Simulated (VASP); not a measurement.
Write the native input for VASP 6.6.1 that does the following.

```yaml
Task: single point
Functional: PBEsol
Potentials_or_basis: VASP PAW PBE potentials, release 64 (Al, N)
Cutoff: 600 eV
k_mesh: 10 × 6 × 10
Occupations: gaussian, width 0.02 eV
Spin: no spin polarisation
Dipole_correction: no
Further_INCAR_settings: ALGO = Normal; EDIFF = 1e-06; NBANDS = 16
```

The structure of AlN (zincite) lies in POSCAR:

```
AlN
1.0
    3.2300572045      0.0000000000      0.0000000000
    0.0000000000      5.2141142640      0.0000000000
    1.6150286023      0.0000000000      2.5673134226
Al N
2 2
Direct
    0.3333333333      0.5009968619      0.3333333333
    0.6666666667      0.0009968619      0.6666666667
    0.6666666667      0.6190031381      0.6666666667
    0.3333333333      0.1190031381      0.3333333333
```

One way to write it, as run:

INCAR

```
ALGO     = Normal         # electronic algorithm
EDIFF    = 1E-6           # SCF threshold, eV
ENCUT    = 600            # plane-wave cutoff, eV
GGA      = PS             # functional
GGA_COMPAT= F            
ISIF     = 2              # what is computed and relaxed
ISMEAR   = 0              # smearing method
LASPH    = T              # aspherical terms in the spheres
LCHARG   = T              # write CHGCAR
LELF     = T              # ELF
LREAL    = F              # projectors in reciprocal space
LVHAR    = T            
LWAVE    = F              # write WAVECAR
NBANDS   = 16             # bands
NELM     = 120            # most SCF steps
PREC     = Accurate       # precision mode
SIGMA    = 0.02           # smearing width, eV
```

KPOINTS

```
k-points
0
Gamma
  10 6 10
```

Potentials or basis: VASP PAW PBE potentials, release 64 (Al, N).

Run with:

```bash
$ cat potpaw_PBE.64/Al/POTCAR potpaw_PBE.64/N/POTCAR > POTCAR
$ mpirun -np 1 vasp_std > vasp.out
```

It gave:

```
Pressure               : -4.5 GPa
Largest force          : 1.148 eV/Å
Band gap on the k mesh : 3.63 eV, direct
```

Caveat: the PAW data sets were made with another functional, which shifts forces and pressure a little.

Wall time 62 s on 1 thread of Intel(R) Xeon(R) Platinum 8375C CPU @ 2.90GHz (Ice Lake), on a shared host, peak memory 0.23 GiB.
